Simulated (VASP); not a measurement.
# Ge (P6_3/mmc) in VASP: a series of runs

Runs on Ge. Level: PBEsol. Tasks: single point.

All numbers are computed with VASP 6.6.1; they aren't measurements. Logs are shortened: lines on timing, memory, paths and dates and some standing lists are left out, and cuts for length are marked.

### 1 The cell of the first run

The structure is hexagonal, space group P6_3/mmc (No. 194). Conventional cell: a = 3.949 Å, b = 3.949 Å, c = 6.249 Å, α = 90.00°, β = 90.00°, γ = 120.00°. Within 3.6 Å of Ge (site symmetry -3m) lie 8 Ge at 2.76 to 3.12 Å. Ge (site symmetry -6m2) has 6 Ge at 2.76 Å within 3.6 Å.

This isn't the form of Ge at room conditions, which is diamond.

### 2 Single point, PBEsol (strain +0.040 along x and y, +0.000 along z)

Input file INCAR:

```
ALGO = Normal
EDIFF = 1E-7
ENCUT = 520
GGA = PS
ISIF = 2
ISMEAR = 0
LASPH = True
LCHARG = False
LREAL = False
LWAVE = False
NBANDS = 36
NELM = 60
PREC = Accurate
SIGMA = 0.15
```

Input file KPOINTS:

```
k-points
0
Gamma
  12 12 8
```

Input file POSCAR:

```
Ge
1.0
    3.9489349877      0.0000000000      0.0000000000
   -1.9744674938      3.4198780172      0.0000000000
    0.0000000000      0.0000000000      6.2493425316
Ge
4
Direct
    0.0000000000      0.0000000000      0.0711500000
    0.0000000000      0.0000000000      0.5711500000
    0.3333333333      0.6666666667      0.8211500000
    0.6666666667      0.3333333333      0.3211500000
```

Potentials or basis: VASP PAW PBE potentials, release 64 (Ge_d).

Command:

```bash
> cat potpaw_PBE.64/Ge_d/POTCAR > POTCAR
> mpirun -np 1 vasp_std > vasp.out
```

OUTCAR:

```text
EDIFF = 1E-7
   ENCUT = 520
   GGA = PS
   ISIF = 2
   ISMEAR = 0
   LASPH = True
   LREAL = False
   NELM = 60
   PREC = Accurate

 ion  position               nearest neighbor table
   1  0.000  0.000  0.071-   3 2.76   4 2.76   3 2.76   4 2.76   4 2.76   3 2.76
   2  0.000  0.000  0.571-   3 2.76   4 2.76   3 2.76   4 2.76   4 2.76   3 2.76
   3  0.333  0.667  0.821-   1 2.76   2 2.76   1 2.76   2 2.76   1 2.76   2 2.76
   4  0.667  0.333  0.321-   1 2.76   2 2.76   1 2.76   2 2.76   1 2.76   2 2.76

  LATTYP: Found a hexagonal cell.
 ALAT       =     3.9489349877
 C/A-ratio  =     1.5825387227

  Lattice vectors:

 A1 = (   3.9489349877,   0.0000000000,   0.0000000000)
 A2 = (  -1.9744674938,   3.4198780172,   0.0000000000)
 A3 = (   0.0000000000,   0.0000000000,   6.2493425316)

Analysis of symmetry for initial positions (statically):
=====================================================================
 Subroutine PRICEL returns:
 Original cell was already a primitive cell.

 Routine SETGRP: Setting up the symmetry group for a
 hexagonal supercell.

 Subroutine GETGRP returns: Found 24 space group operations
 (whereof  6 operations were pure point group operations)
 out of a pool of 24 trial point group operations.

The static configuration has the point symmetry C_3v.
 The point group associated with its full space group is D_6h.

Analysis of symmetry for dynamics (positions and initial velocities):
=====================================================================
 Subroutine PRICEL returns:
 Original cell was already a primitive cell.

 Routine SETGRP: Setting up the symmetry group for a
 hexagonal supercell.

 Subroutine GETGRP returns: Found 24 space group operations
 (whereof  6 operations were pure point group operations)
 out of a pool of 24 trial point group operations.

The dynamic configuration has the point symmetry C_3v.
 The point group associated with its full space group is D_6h.

 Subroutine INISYM returns: Found 24 space group operations
 (whereof  6 operations are pure point group operations),
 and found     1 'primitive' translations

----------------------------------------------------------------------------------------

                                     Primitive cell

  volume of cell :      84.3966

  direct lattice vectors                    reciprocal lattice vectors
     3.948934988  0.000000000  0.000000000     0.253232834  0.146204045  0.000000000
    -1.974467494  3.419878017  0.000000000     0.000000000  0.292408090  0.000000000
     0.000000000  0.000000000  6.249342532     0.000000000  0.000000000  0.160016833

  length of vectors
     3.948934988  3.948934988  6.249342532     0.292408090  0.292408090  0.160016833

  position of ions in fractional coordinates (direct lattice)
     0.000000000  0.000000000  0.071150000
     0.000000000  0.000000000  0.571150000
     0.333333333  0.666666667  0.821150000
     0.666666667  0.333333333  0.321150000

  ion indices of the primitive-cell ions
   primitive index   ion index
                 1           1
                 2           2
                 3           3
                 4           4

----------------------------------------------------------------------------------------

 KPOINTS: k-points

Automatic generation of k-mesh.
 Grid dimensions read from file:
 generate k-points for:   12   12    8

 Generating k-lattice:

  Cartesian coordinates                     Fractional coordinates (reciprocal lattice)
     0.021102736  0.012183670  0.000000000     0.083333333  0.000000000  0.000000000
     0.000000000  0.024367341  0.000000000     0.000000000  0.083333333  0.000000000
     0.000000000  0.000000000  0.020002104     0.000000000  0.000000000  0.125000000

  Length of vectors
     0.024367341  0.024367341  0.020002104

  Shift w.r.t. Gamma in fractional coordinates (k-lattice)
     0.000000000  0.000000000  0.000000000

 Subroutine IBZKPT returns following result:
 ===========================================

 Found     95 irreducible k-points:

 Following reciprocal coordinates:
            Coordinates               Weight
  0.000000  0.000000  0.000000      1.000000
  0.083333 -0.000000  0.000000      6.000000
  0.166667 -0.000000  0.000000      6.000000
  0.250000 -0.000000  0.000000      6.000000
  0.333333 -0.000000  0.000000      6.000000
  0.416667 -0.000000  0.000000      6.000000
[... 16 lines left out ...]
  0.250000 -0.000000  0.125000     12.000000
  0.333333 -0.000000  0.125000     12.000000
 [... further k-points ...]
   k-points           NKPTS =     95   k-points in BZ     NKDIM =     95   number of bands    NBANDS=     36
   number of dos      NEDOS =    301   number of ions     NIONS =      4
   total plane-waves  NPLWV =  43200
   dimension x,y,z NGX =    30 NGY =   30 NGZ =   48
   dimension x,y,z NGXF=    60 NGYF=   60 NGZF=   96
   ions per type =               4
   NGX,Y,Z   is equivalent  to a cutoff of  12.63, 12.63, 12.77 a.u.
   NGXF,Y,Z  is equivalent  to a cutoff of  25.26, 25.26, 25.54 a.u.
 SYSTEM =  unknown system
   PREC   = accura    normal or accurate (medium, high low for compatibility)
   ISTART =      0    job   : 0-new  1-cont  2-samecut
   ICHARG =      2    charge: 1-file 2-atom 10-const
   ISPIN  =      1    spin polarized calculation?
   LNONCOLLINEAR =      F non collinear calculations
   LSORBIT =      F    spin-orbit coupling
   LASPH  =      T    aspherical Exc in radial PAW
   ENCUT  =  520.0 eV  38.22 Ry    6.18 a.u.   7.34  7.34 11.62*2*pi/ulx,y,z
   NELM   =     60;   NELMIN=  2; NELMDL= -5     # of ELM steps
   EDIFF  = 0.1E-06   stopping-criterion for ELM
   LREAL  =      F    real-space projection
   EDIFFG = 0.1E-05   stopping-criterion for IOM
   NSW    =      0    number of steps for IOM
   IBRION =     -1    ionic relax: 0-MD 1-quasi-New 2-CG
   NFREE  =      0    steps in history (QN), initial steepest desc. (CG)
   ISIF   =      2    stress and relaxation
   ISYM   =      2    0-nonsym 1-usesym 2-fastsym
   POTIM  = 0.5000    time-step for ionic-motion
   TEBEG  =    0.0;   TEEND  =   0.0 temperature during run
   PSTRESS=    0.0 pullay stress
   NELECT =      56.0000    total number of electrons
   NUPDOWN=      -1.0000    fix difference up-down
   EMIN   =  10.00;   EMAX   =-10.00  energy-range for DOS
   EFERMI =   0.00;   METHOD = LEGACY
   ISMEAR =     0;   SIGMA  =   0.15  broadening in eV -4-tet -1-fermi 0-gaus
   EFERMI_NEDOS =   21; number of points for ismear=-14 and -15
   IALGO  =     38    algorithm
   IMIX   =      4    mixing-type and parameters
     AMIX     =   0.40;   BMIX     =  1.00
     AMIX_MAG =   1.60;   BMIX_MAG =  1.00
  volume/ion in A,a.u.               =      21.10       142.38
  Fermi-wavevector in a.u.,A,eV,Ry     =   1.427894  2.698328 27.740650  2.038880
  Thomas-Fermi vector in A             =   2.548014
   LORBIT       =      0    0 simple, 1 ext, 2 COOP (PROOUT), +10 PAW based schemes
   GGA     = PS    functional components
   LHFCALC =     F    Hartree Fock is set to
   AEXX    =    0.0000 exact exchange contribution
   IVDW    =     0    specifies the selected vdW correction
   LEPSILON=     F    determine dielectric tensor
   LRPA    =     F    only Hartree local field effects (RPA)
 non-spin polarized calculation
 Gauss-broadening in eV      SIGMA  =   0.15
  energy-cutoff  :      520.00
  volume of cell :       84.40
 maximum number of plane-waves:      2321
 NGX is ok and might be reduce to    30
   NGX = 15   NGY = 15   NGZ = 23

 number of electron      56.0000057 magnetization

 Free energy of the ion-electron system (eV)
  ---------------------------------------------------
  ext. energy  EPLUGINS =         0.00000000
  ---------------------------------------------------
  free energy    TOTEN  =       -18.77304125 eV

  energy without entropy =      -18.75379912  energy(sigma->0) =      -18.76342019

 E-fermi :   5.3591     XC(G=0): -10.7449

 val. band max:        5.3086002952   @ k =   0.1667   0.0833   0.1250
 cond. band min:       5.3629336306   @ k =   0.2500  -0.0000   0.3750
 fundamental gap:      0.0543333354
 Fermi energy:         5.3590814675

 k-point     1 :       0.0000    0.0000    0.0000
  band No.  band energies     occupation
      1     -19.2739      2.00000
      2     -19.2739      2.00000
      3     -19.2636      2.00000
      4     -19.2636      2.00000
      5     -19.2418      2.00000
      6     -19.1666      2.00000
[... 28 lines left out ...]
     35      10.0577      0.00000
     36      11.3952      0.00000

 k-point     2 :       0.0833   -0.0000    0.0000
  band No.  band energies     occupation
      1     -19.2727      2.00000
      2     -19.2701      2.00000
      3     -19.2619      2.00000
      4     -19.2608      2.00000
      5     -19.2404      2.00000
      6     -19.1703      2.00000
[... 28 lines left out ...]
     35      10.0826      0.00000
     36      11.5690      0.00000

 k-point     3 :       0.1667   -0.0000    0.0000
  band No.  band energies     occupation
      1     -19.2697      2.00000
      2     -19.2590      2.00000
      3     -19.2572      2.00000
      4     -19.2527      2.00000
      5     -19.2367      2.00000
      6     -19.1783      2.00000
[... 28 lines left out ...]
     35      10.4043      0.00000
     36      11.6289      0.00000

 k-point     4 :       0.2500   -0.0000    0.0000
  band No.  band energies     occupation
      1     -19.2658      2.00000
      2     -19.2511      2.00000
      3     -19.2418      2.00000
      4     -19.2399      2.00000
      5     -19.2322      2.00000
      6     -19.1867      2.00000
[... 28 lines left out ...]
     35      11.2119      0.00000
     36      12.4939      0.00000

 k-point     5 :       0.3333   -0.0000    0.0000
  band No.  band energies     occupation
      1     -19.2624      2.00000
      2     -19.2456      2.00000
      3     -19.2308      2.00000
      4     -19.2219      2.00000
      5     -19.2214      2.00000
      6     -19.1921      2.00000
[... 655 lines left out ...]
 k-point    22 :       0.1667   -0.0000    0.1250
  band No.  band energies     occupation
      1     -19.2689      2.00000
      2     -19.2592      2.00000
      3     -19.2564      2.00000
      4     -19.2510      2.00000
      5     -19.2339      2.00000
      6     -19.1893      2.00000
[... 28 lines left out ...]
     35      10.4100      0.00000
     36      11.3988      0.00000

 k-point    23 :       0.2500   -0.0000    0.1250
  band No.  band energies     occupation
      1     -19.2654      2.00000
      2     -19.2511      2.00000
      3     -19.2448      2.00000
      4     -19.2372      2.00000
      5     -19.2285      2.00000
      6     -19.1947      2.00000
[... 28 lines left out ...]
     35      11.1894      0.00000
     36      12.3852      0.00000

 k-point    24 :       0.3333   -0.0000    0.1250
  band No.  band energies     occupation
      1     -19.2621      2.00000
      2     -19.2464      2.00000
      3     -19.2317      2.00000
      4     -19.2224      2.00000
      5     -19.2182      2.00000
      6     -19.1944      2.00000
[... 28 lines left out ...]
     35      12.2567      0.00000
     36      13.3296      0.00000

 [... further k-points ...]

------------------------ aborting loop because EDIFF is reached ----------------------------------------

  FORCE on cell =-STRESS in cart. coord.  units (eV):
  Direction    XX          YY          ZZ          XY          YZ          ZX
  --------------------------------------------------------------------------------------
  -------------------------------------------------------------------------------------
  Total       -2.2867980     -2.2867980     -2.3939382     -0.0000000      0.0000000     -0.0000000
  in kB      -43.4123661    -43.4123661    -45.4463054     -0.0000000      0.0000000     -0.0000000
  external PRESSURE =     -44.0903459 kB  Pullay stress =       0.0000000 kB

 VOLUME and BASIS-vectors are now :
 -----------------------------------------------------------------------------
  energy-cutoff  :      520.00
  volume of cell :       84.40
      direct lattice vectors                 reciprocal lattice vectors
     3.948934988  0.000000000  0.000000000     0.253232834  0.146204045  0.000000000
    -1.974467494  3.419878017  0.000000000     0.000000000  0.292408090  0.000000000
     0.000000000  0.000000000  6.249342532     0.000000000  0.000000000  0.160016833

 POSITION                                       TOTAL-FORCE (eV/Angst)
 -----------------------------------------------------------------------------------
      0.00000      0.00000      0.44464         0.000000      0.000000     -0.000000
      0.00000      0.00000      3.56931        -0.000000      0.000000      0.000000
     -0.00000      2.27992      5.13165        -0.000000      0.000000      0.000000
      1.97447      1.13996      2.00698         0.000000     -0.000000     -0.000000
 -----------------------------------------------------------------------------------
    total drift:                                0.000001      0.000002     -0.000561

  FREE ENERGIE OF THE ION-ELECTRON SYSTEM (eV)
  ---------------------------------------------------
  free  energy   TOTEN  =       -18.7730412474 eV

  energy  without entropy=      -18.7537991227  energy(sigma->0) =      -18.76342019
```

Run time: 2.9 min. Hardware: 1 thread of AMD EPYC 9R45 (Zen 5), shared host; peak memory 0.29 GiB.

What came out:

```
Free energy            : -18.7730 eV
Pressure               : -4.4 GPa
Band gap on the k mesh : zero (bands 28 and 29 overlap by 4.05 eV)
```

Caveat: the cell differs from its parent crystal (strain +0.040 along x and y, +0.000 along z); the cell stands under tension; the PAW data sets were made with another functional, which shifts forces and pressure a little.

### 3 Single point, PBEsol (strain +0.080 along x and y, -0.040 along z)

Input file INCAR:

```
ALGO = Normal ; EDIFF = 1E-6
ENCUT = 520 ; GGA = PS
ISIF = 2 ; ISMEAR = 0
LASPH = True ; LCHARG = False
LREAL = False ; LWAVE = False
NBANDS = 36 ; NELM = 60
PREC = Accurate ; SIGMA = 0.15
```

KPOINTS is that of step 2.

Input file POSCAR:

```
Ge
1.0
    4.1008171026      0.0000000000      0.0000000000
   -2.0504085513      3.5514117871      0.0000000000
    0.0000000000      0.0000000000      5.9993688303
Ge
4
Direct
    0.0000000000      0.0000000000      0.0711500000
    0.0000000000      0.0000000000      0.5711500000
    0.3333333333      0.6666666667      0.8211500000
    0.6666666667      0.3333333333      0.3211500000
```

Potentials or basis: VASP PAW PBE potentials, release 64 (Ge_d).

Command:

```bash
> cat potpaw_PBE.64/Ge_d/POTCAR > POTCAR
> mpirun -np 1 vasp_std > vasp.out
```

It took 2.6 min on 1 thread of AMD EPYC 9R45 (Zen 5), shared host; peak memory 0.3 GiB.

Results (log left out):

| Item | Value |
| --- | --- |
| Free energy | -18.6551 eV |
| Pressure | -5.0 GPa |
| Band gap on the k mesh | zero (bands 28 and 29 overlap by 3.64 eV) |

Stress tensor (GPa, compression positive):
```
-5.63  0.00  0.00
 0.00 -5.63  0.00
 0.00  0.00 -3.60
```

Levels at points of the mesh, in eV from the Fermi level:
```csv
k point,band 26,band 27,band 28,band 29,band 30,band 31
"(0.00, 0.00, 0.00)",-1.14,0.50,0.50,0.55,1.86,2.33
"(0.50, 0.00, 0.00)",-3.52,-3.02,0.56,1.00,1.19,1.40
"(0.00, 0.00, 0.50)",-0.38,-0.38,-0.38,-0.04,-0.04,2.79
"(0.50, 0.00, 0.50)",-1.96,-1.79,-1.79,-0.46,-0.46,3.17
```

Caveat: the cell differs from its parent crystal (strain +0.080 along x and y, -0.040 along z); the cell stands under tension; the PAW data sets were made with another functional, which shifts forces and pressure a little.

### 4 Single point, PBEsol (strain +0.040 along x and y, +0.040 along z)

Input file INCAR:

```
SYSTEM = Ge
ALGO     = Normal         ! electronic algorithm
EDIFF    = 1E-7           ! SCF threshold, eV
ENCUT    = 520            ! plane-wave cutoff, eV
GGA      = PS             ! functional
ISIF     = 2              ! what is computed and relaxed
ISMEAR   = 0              ! smearing method
LASPH    = .TRUE.         ! aspherical terms in the spheres
LCHARG   = .TRUE.         ! write CHGCAR
LELF     = .TRUE.         ! ELF
LREAL    = .FALSE.        ! projectors in reciprocal space
LVHAR    = .TRUE.       
LWAVE    = .FALSE.        ! write WAVECAR
NBANDS   = 36             ! bands
NELM     = 60             ! most SCF steps
PREC     = Accurate       ! precision mode
SIGMA    = 0.15           ! smearing width, eV
```

Input file KPOINTS:

```
k-points
0
G
  12 12 8
  0 0 0
```

Input file POSCAR:

```
Ge
1.0
    3.9489349877      0.0000000000      0.0000000000
   -1.9744674938      3.4198780172      0.0000000000
    0.0000000000      0.0000000000      6.4993162329
Ge
4
Direct
    0.0000000000      0.0000000000      0.0711500000
    0.0000000000      0.0000000000      0.5711500000
    0.3333333333      0.6666666667      0.8211500000
    0.6666666667      0.3333333333      0.3211500000
```

Command:

```bash
> cat potpaw_PBE.64/Ge_d/POTCAR > POTCAR
> mpirun -np 1 vasp_std > vasp.out
```

It took 3 min on 1 thread of AMD EPYC 9R45 (Zen 5), shared host; peak memory 0.3 GiB.

The run converged. Its results:

```
Free energy            : -18.6432 eV
Pressure               : -6.6 GPa
Band gap on the k mesh : zero (bands 28 and 29 overlap by 3.86 eV)
```

Stress tensor (GPa, compression positive):
```
-6.03  0.00  0.00
 0.00 -6.03  0.00
 0.00  0.00 -7.80
```

Levels at points of the mesh, in eV from the Fermi level:
```csv
k point,band 25,band 26,band 27,band 28,band 29,band 30,band 31,band 32
"(0.00, 0.00, 0.00)",-0.31,-0.31,0.58,1.23,1.23,1.79,2.56,2.56
"(0.50, 0.00, 0.00)",-4.65,-3.71,-2.34,0.86,1.16,1.27,1.47,2.09
"(0.00, 0.00, 0.50)",0.32,0.32,0.32,0.32,0.81,0.81,3.33,3.33
"(0.50, 0.00, 0.50)",-1.85,-1.85,-1.43,-1.43,-1.12,-1.12,2.99,2.99
```

Caveat: the cell differs from its parent crystal (strain +0.040 along x and y, +0.040 along z); the cell stands under tension; the PAW data sets were made with another functional, which shifts forces and pressure a little.

(Part 1 of 2 ends here.)

The gap in the log of VASP goes by the Fermi energy; the results here count the filled bands.